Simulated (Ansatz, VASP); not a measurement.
# Two plane-wave programs on Pd

```xyz
11
Lattice="2.7397 0.0000 0.0000 1.3699 2.3727 0.0000 0.0000 0.0000 38.3697" Properties=species:S:1:pos:R:3 pbc="T T T"
Pd    2.7397    1.5818    7.9950
Pd    0.0000    0.0000   10.2434
Pd    1.3699    0.7909   12.4751
Pd    2.7397    1.5818   14.7097
Pd    0.0000    0.0000   16.9462
Pd    1.3699    0.7909   19.1849
Pd    2.7397    1.5818   21.4235
Pd    0.0000    0.0000   23.6600
Pd    1.3699    0.7909   25.8946
Pd    2.7397    1.5818   28.1263
Pd    0.0000    0.0000   30.3747
```

Alike in both runs: functional PBEsol; k mesh 19 × 19 × 1; no spin polarisation.

Ansatz relaxed the structure, and its values are those at the end. VASP's run is a single point on that final structure, the one shown.

```csv
,VASP,Ansatz
version,VASP 6.6.1,Ansatz 0.2.0
potentials or method,"VASP PAW PBE potentials, release 64 (Pd)","plane-wave PAW, scalar-relativistic"
plane-wave cutoff (eV),520,420
occupations,"methfessel-paxton of order 1, width 0.1 eV","cold, width 0.1 eV"
valence electrons in the cell,110,198
```

Ansatz gave:

```
rms of the force components (eV/Å) : 0.000
```

What did VASP give for the same quantities?

rms of the force components (eV/Å): 0.003.

VASP's potentials were made for PBE, not for PBEsol, and Ansatz warns of the same on its side. VASP's potentials hold 110 valence electrons a cell and Ansatz's 198, so a difference there can come from the potentials and not from the codes.
